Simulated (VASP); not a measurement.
Set up this calculation in VASP 6.6.1, as the native input.

| Quantity | Value |
| --- | --- |
| Task | single point |
| Functional | LDA |
| Potentials or basis | VASP PAW LDA potentials, release 64 (Rh_pv) |
| Cutoff | 520 eV |
| k mesh | 12 × 12 × 7 |
| Occupations | fermi-dirac, width 0.1 eV |
| Spin | no spin polarisation |
| Dipole correction | no |
| Further INCAR settings | ALGO = Normal; EDIFF = 1e-07; NBANDS = 22 |

The structure of Rh lies in POSCAR:

```
Rh
1.0
    2.6609227802      0.0000000000      0.0000000000
   -1.3304618773      2.3044265389      0.0000000000
    0.0000000000      0.0000000000      4.3148875410
Rh
2
Direct
    0.6666666667      0.3333333333      0.7500000000
    0.3333333333      0.6666666667      0.2500000000
```

The input as run:

INCAR

```
SYSTEM = Rh
PREC = Accurate ; ENCUT = 520
EDIFF = 1E-7 ; ISMEAR = -1
SIGMA = 0.1 ; LREAL = .FALSE.
LASPH = .TRUE. ; NELM = 60
ALGO = Normal ; ISIF = 2
LWAVE = .FALSE. ; LCHARG = .FALSE.
NBANDS = 22
```

KPOINTS

```
regular mesh
0
G
  12 12 7
  0 0 0
```

Potentials or basis: VASP PAW LDA potentials, release 64 (Rh_pv).

The run is started by

```sh
$ cat potpaw_LDA.64/Rh_pv/POTCAR > POTCAR
$ mpirun -np 1 vasp_std > vasp.out
```

It gave:

* Pressure: 2.3 GPa
* Band gap on the k mesh: zero (band 15 reaches 13.22 eV, above the bottom of band 16 at 10.63 eV)

It took 12 s on 1 thread of Intel(R) Xeon(R) 6975P-C (Granite Rapids), with other jobs on the host, peak memory 0.15 GiB.
